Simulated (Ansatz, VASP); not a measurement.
**Sc: VASP beside Ansatz**

```
Sc
1.0
     2.97234    0.00000    0.00000
     0.00000    2.97234    0.00000
     0.00000    0.00000    2.97234
Sc
1
Direct
  0.00000 0.00000 0.00000
```

Alike in both runs: functional r2SCAN; k mesh 10 × 10 × 10; occupations fermi-dirac, width 0.05 eV; collinear spin.

Ansatz relaxed the structure, and its values are those at the end. VASP's run is a single point on that final structure, the one shown.

|  | VASP | Ansatz |
| --- | --- | --- |
| version | VASP 6.6.1 | Ansatz 0.2.0 |
| potentials or method | VASP PAW PBE potentials, release 64 (Sc_sv), cutoff 520 eV | plane waves (500 eV) with PAW, scalar-relativistic |
| valence electrons in the cell | 11 | 11 |

```tsv
	VASP	Ansatz	Ansatz less VASP
pressure (GPa)	0.1	0.0	-0.14
net moment per atom (μB)	0.93	0.93	0.000
size of the moment on the site where the two differ most (μB)	0.71	0.67	-0.032
```

VASP's potentials were made for PBE, not for r2SCAN. Site moments also hang on the region over which each program counts them.
